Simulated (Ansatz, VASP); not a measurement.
**NbH2 in VASP and in Ansatz**

```
Nb H
1.0
     2.27340    2.27340    0.00000
    -2.27340    2.27340    0.00000
     0.00000    0.00000    4.54681
Nb H
2 4
Direct
  0.00000 0.00000 0.00000
  0.50000 0.50000 0.50000
  0.00000 0.50000 0.75000
  0.50000 0.00000 0.75000
  0.50000 0.00000 0.25000
  0.00000 0.50000 0.25000
```

Alike in both runs: task single point; functional r2SCAN; k mesh 12 × 12 × 8; occupations gaussian, width 0.1 eV; no spin polarisation.

|  | VASP | Ansatz |
| --- | --- | --- |
| version | VASP 6.6.1 | Ansatz 0.2.0 |
| potentials or method | VASP PAW PBE potentials, release 64 (Nb_sv, H), cutoff 520 eV | scalar-relativistic, plane waves, PAW |
| valence electrons in the cell | 30 | 30 |

|  | VASP | Ansatz | Ansatz less VASP |
| --- | --- | --- | --- |
| gap on the k mesh at the Fermi level (eV) | none | none | - |
| pressure (GPa) | -0.3 | 0.0 | +0.30 |

VASP's potentials were made for PBE, not for r2SCAN. A gap of «none» marks a metal or a gap that the smearing closes. The functional is the same, so the differences come from potentials, cutoffs and numerics.
